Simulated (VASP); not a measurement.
# Cu in VASP: further runs

Cu is run at these levels: PBE; tasks: single point.

Everything below comes from runs of VASP 6.6.1. Logs are shortened: lines on timing, memory, paths and dates and some standing lists are left out, and cuts for length are marked.

## 1. The cell of the first run

The cell holds a slab with vacuum, 6 atoms: a = 2.567 Å, b = 2.567 Å, c = 25.074 Å, α = 90.00°, β = 90.00°, γ = 90.00°.

## 2. Single point, PBE

The input, INCAR:

```
PREC     = Accurate       # precision mode
ENCUT    = 520            # plane-wave cutoff, eV
EDIFF    = 1E-6           # SCF threshold, eV
ISMEAR   = -1             # smearing method
SIGMA    = 0.1            # smearing width, eV
LREAL    = F              # projectors in reciprocal space
LASPH    = T              # aspherical terms in the spheres
NELM     = 80             # most SCF steps
ALGO     = Normal         # electronic algorithm
ISIF     = 2              # what is computed and relaxed
LWAVE    = F              # write WAVECAR
LCHARG   = F              # write CHGCAR
LDIPOL   = T            
IDIPOL   = 3            
DIPOL    = 0.5 0.5 0.500
GGA      = PE             # functional
NBANDS   = 42             # bands
```

The input, KPOINTS:

```
Automatic mesh
0
Gamma
  14 14 1
```

The input, POSCAR:

```
Cu
1.0
    2.5665139635      0.0000000000      0.0000000000
    0.0000000000      2.5665139635      0.0000000000
    0.0000000000      0.0000000000     25.0740000000
Cu
6
Direct
    0.2500000000      0.2500000000      0.3212146121
    0.7500000000      0.7500000000      0.3912517684
    0.2500000000      0.2500000000      0.4638103355
    0.7500000000      0.7500000000      0.5361897229
    0.2500000000      0.2500000000      0.6087482445
    0.7500000000      0.7500000000      0.6787853166
```

Potentials or basis: VASP PAW PBE potentials, release 64 (Cu).

Command:

```console
cat potpaw_PBE.64/Cu/POTCAR > POTCAR
mpirun -np 1 vasp_std > vasp.out
```

OUTCAR:

```text
PREC = Accurate
   ENCUT = 520
   EDIFF = 1E-6
   ISMEAR = -1
   LREAL = F
   LASPH = T
   NELM = 80
   ISIF = 2
   GGA = PE

 ion  position               nearest neighbor table
   1  0.250  0.250  0.321-   2 2.53   2 2.53   2 2.53   2 2.53
   2  0.750  0.750  0.391-   1 2.53   1 2.53   1 2.53   1 2.53   3 2.57   3 2.57   3 2.57   3 2.57

   3  0.250  0.250  0.464-   4 2.57   4 2.57   4 2.57   4 2.57   2 2.57   2 2.57   2 2.57   2 2.57

   4  0.750  0.750  0.536-   3 2.57   3 2.57   3 2.57   3 2.57   5 2.57   5 2.57   5 2.57   5 2.57

   5  0.250  0.250  0.609-   6 2.53   6 2.53   6 2.53   6 2.53   4 2.57   4 2.57   4 2.57   4 2.57

   6  0.750  0.750  0.679-   5 2.53   5 2.53   5 2.53   5 2.53

  LATTYP: Found a simple tetragonal cell.
 ALAT       =     2.5665139635
 C/A-ratio  =     9.7696721532

  Lattice vectors:

 A1 = (   2.5665139635,   0.0000000000,   0.0000000000)
 A2 = (   0.0000000000,   2.5665139635,   0.0000000000)
 A3 = (   0.0000000000,   0.0000000000,  25.0740000000)

Analysis of symmetry for initial positions (statically):
=====================================================================
 Subroutine PRICEL returns:
 Original cell was already a primitive cell.

 Routine SETGRP: Setting up the symmetry group for a
 simple tetragonal supercell.

 Subroutine GETGRP returns: Found 16 space group operations
 (whereof  4 operations were pure point group operations)
 out of a pool of 16 trial point group operations.

The static configuration has the point symmetry C_2h.
 The point group associated with its full space group is D_4h.

Analysis of symmetry for dynamics (positions and initial velocities):
=====================================================================
 Subroutine PRICEL returns:
 Original cell was already a primitive cell.

 Routine SETGRP: Setting up the symmetry group for a
 simple tetragonal supercell.

 Subroutine GETGRP returns: Found 16 space group operations
 (whereof  4 operations were pure point group operations)
 out of a pool of 16 trial point group operations.

The dynamic configuration has the point symmetry C_2h.
 The point group associated with its full space group is D_4h.

 Subroutine INISYM returns: Found 16 space group operations
 (whereof  4 operations are pure point group operations),
 and found     1 'primitive' translations

----------------------------------------------------------------------------------------

                                     Primitive cell

  volume of cell :     165.1623

  direct lattice vectors                    reciprocal lattice vectors
     2.566513963  0.000000000  0.000000000     0.389633571  0.000000000  0.000000000
     0.000000000  2.566513963  0.000000000     0.000000000  0.389633571  0.000000000
     0.000000000  0.000000000 25.074000000     0.000000000  0.000000000  0.039881949

  length of vectors
     2.566513963  2.566513963 25.074000000     0.389633571  0.389633571  0.039881949

  position of ions in fractional coordinates (direct lattice)
     0.250000000  0.250000000  0.321214612
     0.750000000  0.750000000  0.391251768
     0.250000000  0.250000000  0.463810335
     0.750000000  0.750000000  0.536189723
     0.250000000  0.250000000  0.608748244
     0.750000000  0.750000000  0.678785317

  ion indices of the primitive-cell ions
   primitive index   ion index
                 1           1
                 2           2
                 3           3
                 4           4
                 5           5
                 6           6

----------------------------------------------------------------------------------------

 KPOINTS: Automatic mesh

Automatic generation of k-mesh.
 Grid dimensions read from file:
 generate k-points for:   14   14    1

 Generating k-lattice:

  Cartesian coordinates                     Fractional coordinates (reciprocal lattice)
     0.027830969  0.000000000  0.000000000     0.071428571  0.000000000  0.000000000
     0.000000000  0.027830969  0.000000000     0.000000000  0.071428571  0.000000000
     0.000000000  0.000000000  0.039881949     0.000000000  0.000000000  1.000000000

  Length of vectors
     0.027830969  0.027830969  0.039881949

  Shift w.r.t. Gamma in fractional coordinates (k-lattice)
     0.000000000  0.000000000  0.000000000

 Subroutine IBZKPT returns following result:
 ===========================================

 Found     36 irreducible k-points:

 Following reciprocal coordinates:
            Coordinates               Weight
  0.000000  0.000000  0.000000      1.000000
  0.071429  0.000000  0.000000      4.000000
  0.142857  0.000000  0.000000      4.000000
  0.214286  0.000000  0.000000      4.000000
  0.285714  0.000000  0.000000      4.000000
  0.357143  0.000000  0.000000      4.000000
[... 16 lines left out ...]
  0.285714  0.214286  0.000000      8.000000
  0.357143  0.214286  0.000000      8.000000
 [... further k-points ...]
   k-points           NKPTS =     36   k-points in BZ     NKDIM =     36   number of bands    NBANDS=     42
   number of dos      NEDOS =    301   number of ions     NIONS =      6
   total plane-waves  NPLWV =  76800
   dimension x,y,z NGX =    20 NGY =   20 NGZ =  192
   dimension x,y,z NGXF=    40 NGYF=   40 NGZF=  384
   ions per type =               6
   NGX,Y,Z   is equivalent  to a cutoff of  12.95, 12.95, 12.73 a.u.
   NGXF,Y,Z  is equivalent  to a cutoff of  25.91, 25.91, 25.46 a.u.
 SYSTEM =  unknown system
   PREC   = accura    normal or accurate (medium, high low for compatibility)
   ISTART =      0    job   : 0-new  1-cont  2-samecut
   ICHARG =      2    charge: 1-file 2-atom 10-const
   ISPIN  =      1    spin polarized calculation?
   LNONCOLLINEAR =      F non collinear calculations
   LSORBIT =      F    spin-orbit coupling
   LASPH  =      T    aspherical Exc in radial PAW
   ENCUT  =  520.0 eV  38.22 Ry    6.18 a.u.   4.77  4.77 46.62*2*pi/ulx,y,z
   NELM   =     80;   NELMIN=  2; NELMDL= -5     # of ELM steps
   EDIFF  = 0.1E-05   stopping-criterion for ELM
   LREAL  =      F    real-space projection
   EDIFFG = 0.1E-04   stopping-criterion for IOM
   NSW    =      0    number of steps for IOM
   IBRION =     -1    ionic relax: 0-MD 1-quasi-New 2-CG
   NFREE  =      0    steps in history (QN), initial steepest desc. (CG)
   ISIF   =      2    stress and relaxation
   ISYM   =      2    0-nonsym 1-usesym 2-fastsym
   POTIM  = 0.5000    time-step for ionic-motion
   TEBEG  =    0.0;   TEEND  =   0.0 temperature during run
   PSTRESS=    0.0 pullay stress
   NELECT =      66.0000    total number of electrons
   NUPDOWN=      -1.0000    fix difference up-down
   EMIN   =  10.00;   EMAX   =-10.00  energy-range for DOS
   EFERMI =   0.00;   METHOD = LEGACY
   ISMEAR =    -1;   SIGMA  =   0.10  broadening in eV -4-tet -1-fermi 0-gaus
   EFERMI_NEDOS =   21; number of points for ismear=-14 and -15
   IALGO  =     38    algorithm
   IMIX   =      4    mixing-type and parameters
     AMIX     =   0.40;   BMIX     =  1.00
     AMIX_MAG =   1.60;   BMIX_MAG =  1.00
  volume/ion in A,a.u.               =      27.53       185.76
  Fermi-wavevector in a.u.,A,eV,Ry     =   1.205829  2.278687 19.783203  1.454024
  Thomas-Fermi vector in A             =   2.341514
   LORBIT       =      0    0 simple, 1 ext, 2 COOP (PROOUT), +10 PAW based schemes
   GGA     = PE    functional components
   LHFCALC =     F    Hartree Fock is set to
   AEXX    =    0.0000 exact exchange contribution
   IVDW    =     0    specifies the selected vdW correction
   LEPSILON=     F    determine dielectric tensor
   LRPA    =     F    only Hartree local field effects (RPA)
 non-spin polarized calculation
  energy-cutoff  :      520.00
  volume of cell :      165.16
 maximum number of plane-waves:      4486
 NGX is ok and might be reduce to    20
   NGX =  9   NGY =  9   NGZ = 93

 dipolmoment           0.000000      0.000000      0.000000 electrons x Angstroem

 number of electron      65.9999893 magnetization

 dipolmoment           0.000000      0.000000     -0.000000 electrons x Angstroem

 Free energy of the ion-electron system (eV)
  ---------------------------------------------------
  ext. energy  EPLUGINS =         0.00000000
  ---------------------------------------------------
  free energy    TOTEN  =       -21.20998100 eV

  energy without entropy =      -21.14365611  energy(sigma->0) =      -21.17681855

 E-fermi :   0.7326     XC(G=0):  -6.2281

 val. band max:        0.7047896525   @ k =   0.2143   0.0000   0.0000
 cond. band min:       0.8543048610   @ k =   0.2143   0.0714   0.0000
 fundamental gap:      0.1495152085
 Fermi energy:         0.7325785086

 k-point     1 :       0.0000    0.0000    0.0000
  band No.  band energies     occupation
      1      -8.2643      2.00000
      2      -7.4742      2.00000
      3      -6.1719      2.00000
      4      -4.7466      2.00000
      5      -4.0347      2.00000
      6      -4.0125      2.00000
[... 34 lines left out ...]
     41       7.2500      0.00000
     42       8.8965      0.00000

 k-point     2 :       0.0714    0.0000    0.0000
  band No.  band energies     occupation
      1      -8.1427      2.00000
      2      -7.3570      2.00000
      3      -6.0638      2.00000
      4      -4.6550      2.00000
      5      -3.9611      2.00000
      6      -3.9510      2.00000
[... 34 lines left out ...]
     41       7.3536      0.00000
     42       9.0094      0.00000

 k-point     3 :       0.1429    0.0000    0.0000
  band No.  band energies     occupation
      1      -7.7826      2.00000
      2      -7.0122      2.00000
      3      -5.7530      2.00000
      4      -4.4071      2.00000
      5      -3.7810      2.00000
      6      -3.7658      2.00000
[... 34 lines left out ...]
     41       7.6620      0.00000
     42       9.3473      0.00000

 k-point     4 :       0.2143    0.0000    0.0000
  band No.  band energies     occupation
      1      -7.2001      2.00000
      2      -6.4643      2.00000
      3      -5.2885      2.00000
      4      -4.1015      2.00000
      5      -3.5496      2.00000
      6      -3.5409      2.00000
[... 844 lines left out ...]
     41       8.3525      0.00000
     42       9.0955      0.00000

 k-point    23 :       0.2857    0.2143    0.0000
  band No.  band energies     occupation
      1      -5.5187      2.00000
      2      -4.9022      2.00000
      3      -4.0382      2.00000
      4      -3.3779      2.00000
      5      -3.2136      2.00000
      6      -2.9982      2.00000
[... 34 lines left out ...]
     41       8.0225      0.00000
     42       8.6716      0.00000

 k-point    24 :       0.3571    0.2143    0.0000
  band No.  band energies     occupation
      1      -4.7819      2.00000
      2      -4.3019      2.00000
      3      -3.7548      2.00000
      4      -3.4084      2.00000
      5      -3.2313      2.00000
      6      -3.1606      2.00000
[... 34 lines left out ...]
     41       8.3220      0.00000
     42       9.1044      0.00000

 [... further k-points ...]

------------------------ aborting loop because EDIFF is reached ----------------------------------------

 vacuum level on the upper side and lower side of the slab       (xc-potential included)        -0.194        -0.194

  FORCE on cell =-STRESS in cart. coord.  units (eV):
  Direction    XX          YY          ZZ          XY          YZ          ZX
  --------------------------------------------------------------------------------------
  -------------------------------------------------------------------------------------
  Total       -0.8015676     -0.8015676      0.2069227      0.0000000      0.0000000      0.0000000
  in kB       -7.7757062     -7.7757062      2.0072791      0.0000000      0.0000000      0.0000000
  external PRESSURE =      -4.5147111 kB  Pullay stress =       0.0000000 kB

 VOLUME and BASIS-vectors are now :
 -----------------------------------------------------------------------------
  energy-cutoff  :      520.00
  volume of cell :      165.16
      direct lattice vectors                 reciprocal lattice vectors
     2.566513963  0.000000000  0.000000000     0.389633571  0.000000000  0.000000000
     0.000000000  2.566513963  0.000000000     0.000000000  0.389633571  0.000000000
     0.000000000  0.000000000 25.074000000     0.000000000  0.000000000  0.039881949

 POSITION                                       TOTAL-FORCE (eV/Angst)
 -----------------------------------------------------------------------------------
      0.64163      0.64163      8.05414        -0.000000      0.000000     -0.034472
      1.92489      1.92489      9.81025         0.000000      0.000000      0.010378
      0.64163      0.64163     11.62958        -0.000000     -0.000000     -0.001450
      1.92489      1.92489     13.44442        -0.000000     -0.000000      0.001450
      0.64163      0.64163     15.26375         0.000000     -0.000000     -0.010378
      1.92489      1.92489     17.01986        -0.000000     -0.000000      0.034472
 -----------------------------------------------------------------------------------
    total drift:                               -0.000000      0.000000     -0.000082

  FREE ENERGIE OF THE ION-ELECTRON SYSTEM (eV)
  ---------------------------------------------------
  free  energy   TOTEN  =       -21.2099810038 eV

  energy  without entropy=      -21.1436561050  energy(sigma->0) =      -21.17681855

 vacuum level on the upper side and lower side of the slab         5.080         5.080
```

Wall time 6 min (1 thread of Intel Xeon 6975P-C, shared host); peak memory 0.37 GiB.

Results:

```
Free energy            : -21.2100 eV
Largest force          : 0.034 eV/Å
Band gap on the k mesh : zero (band 33 reaches 4.03 eV, above the bottom of band 34 at -0.75 eV)
```

Forces on the atoms (eV/Å):
```
Cu   0.000  0.000 -0.034
Cu   0.000  0.000  0.010
Cu   0.000  0.000 -0.001
Cu   0.000  0.000  0.001
Cu   0.000  0.000 -0.010
Cu   0.000  0.000  0.034
```

## 3. Single point, PBE

The input, INCAR:

```
SYSTEM = Cu
ALGO = Normal ; DIPOL = 0.5 0.5 0.500
EDIFF = 1E-7 ; EFIELD = -0.2
ENCUT = 520 ; GGA = PE
IDIPOL = 3 ; ISIF = 2
ISMEAR = -1 ; LASPH = .TRUE.
LCHARG = .FALSE. ; LDIPOL = .TRUE.
LREAL = .FALSE. ; LWAVE = .FALSE.
NBANDS = 42 ; NELM = 100
PREC = Accurate ; SIGMA = 0.1
```

The input, KPOINTS:

```
k-points
0
G
  14 14 1
  0 0 0
```

POSCAR is that of step 2.

Potentials or basis: VASP PAW PBE potentials, release 64 (Cu).

Command:

```console
cat potpaw_PBE.64/Cu/POTCAR > POTCAR
mpirun -np 1 vasp_std > vasp.out
```

Wall time 9.8 min (1 thread of Intel Xeon 6975P-C, shared host); peak memory 0.37 GiB.

It converged, with:

```
Free energy            : -21.2187 eV
Largest force          : 0.037 eV/Å
Band gap on the k mesh : zero (band 33 reaches 4.03 eV, above the bottom of band 34 at -0.75 eV)
```

Forces in eV/Å, atoms in the order of the input:
```
Cu   0.000  0.000 -0.037
Cu   0.000  0.000  0.014
Cu   0.000  0.000 -0.003
Cu   0.000  0.000  0.000
Cu   0.000  0.000 -0.007
Cu   0.000  0.000  0.033
```

Levels at points of the mesh, in eV from the Fermi level:
```tsv
k point	band 29	band 30	band 31	band 32	band 33	band 34	band 35	band 36	band 37	band 38
(0.00, 0.00, 0.00)	-1.59	-1.59	-1.50	-1.49	-1.48	-1.48	-1.44	0.26	1.33	3.78
(0.50, 0.00, 0.00)	-1.56	-1.56	-0.57	-0.57	-0.30	-0.29	-0.06	-0.05	3.22	3.27
(0.50, 0.50, 0.00)	-1.14	-1.13	2.03	2.03	3.30	3.30	5.07	5.07	7.15	7.15
```
